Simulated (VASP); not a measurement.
The system is BN.

```
CELL_PARAMETERS angstrom
2.66097 0.00000 0.00000
-1.33049 2.20313 0.00000
0.00000 0.00000 4.20782
ATOMIC_POSITIONS crystal
B 0.33432 0.66863 0.00029
B 0.66568 0.33137 0.50029
N 0.33163 0.66327 0.37471
N 0.66837 0.33673 0.87471
```

This cell differs from its parent crystal: uniaxial x strain +4.6%.

Base run:

```yaml
Program: VASP 6.6.1
Functional: r2SCAN
Potentials_or_basis: VASP PAW PBE potentials, release 64 (B, N)
Cutoff: 520 eV
k_mesh: 12 × 12 × 6
Occupations: gaussian, width 0.01 eV
Spin: no spin polarisation
```

Its results: band gap on the k mesh 5.73 eV (least direct gap 8.21 eV); pressure -14.6 GPa; largest force 0.009 eV/Å.

**Question.** The run is repeated on the same cell with these changes: functional from r2SCAN to PBE; occupations from gaussian, width 0.01 eV to fermi-dirac, width 0.02 eV. What comes out?

**Answer.** Band gap on the k mesh 5.20 eV (least direct gap 7.55 eV); pressure -10.6 GPa; largest force 0.049 eV/Å.

Caveats: the cell stands under tension; the PAW data sets were made with another functional, which shifts forces and pressure a little (at least some runs).

A k mesh can miss the band edges.
